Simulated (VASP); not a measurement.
Si2GeP3:

```
CELL_PARAMETERS angstrom
3.25916 0.00000 0.00000
0.00000 3.25916 0.00000
0.00000 0.00000 9.86754
ATOMIC_POSITIONS crystal
Si 0.50000 0.50000 0.32482
Si 0.50000 0.50000 0.67518
Ge 0.50000 0.50000 0.00000
P 0.00000 0.00000 0.83907
P 0.00000 0.00000 0.16093
P 0.00000 0.00000 0.50000
```

```yaml
Program: VASP 6.6.1
Task: relaxation of cell and atoms
Functional: PBE
Potentials_or_basis: VASP PAW PBE potentials, release 64 (Si, Ge_d, P)
Cutoff: 600 eV
k_mesh: 6 × 6 × 2
Occupations: gaussian, width 0.1 eV
Spin: no spin polarisation
```

At the start: pressure -8.6 GPa; volume 17.47 Å³/atom.

Problem. How do energy, volume and symmetry change on relaxing?

Solution. Over 11 steps the energy falls by 155.9 meV/atom and the volume is 15.51 Å³/atom (-11.2 %); space group P4/mmm (No. 123, to 0.05 Å).

The path:
```csv
step,energy change (eV),largest force (eV/Å),pressure (GPa),volume (Å³)
1,0.0000,0.7419,-8.58,104.81
2,-0.4487,1.0202,1.35,91.26
3,-0.4488,1.0798,0.87,91.56
4,-0.5630,1.0039,0.85,91.02
5,-0.7922,0.5008,2.88,89.40
6,-0.4073,1.1297,12.26,86.21
7,-0.8461,0.2311,4.46,88.72
8,-0.9224,0.0715,0.06,92.83
9,-0.9231,0.0621,-0.44,93.36
10,-0.9298,0.0572,-0.30,93.25
11,-0.9354,0.0322,0.01,93.03
```

Final structure:
```
CELL_PARAMETERS angstrom
3.14891 0.00000 0.00000
0.00000 3.14891 0.00000
0.00000 0.00000 9.38264
ATOMIC_POSITIONS crystal
Si 0.50000 0.50000 0.32689
Si 0.50000 0.50000 0.67311
Ge 0.50000 0.50000 0.00000
P 0.00000 0.00000 0.79548
P 0.00000 0.00000 0.20452
P 0.00000 0.00000 0.50000
```
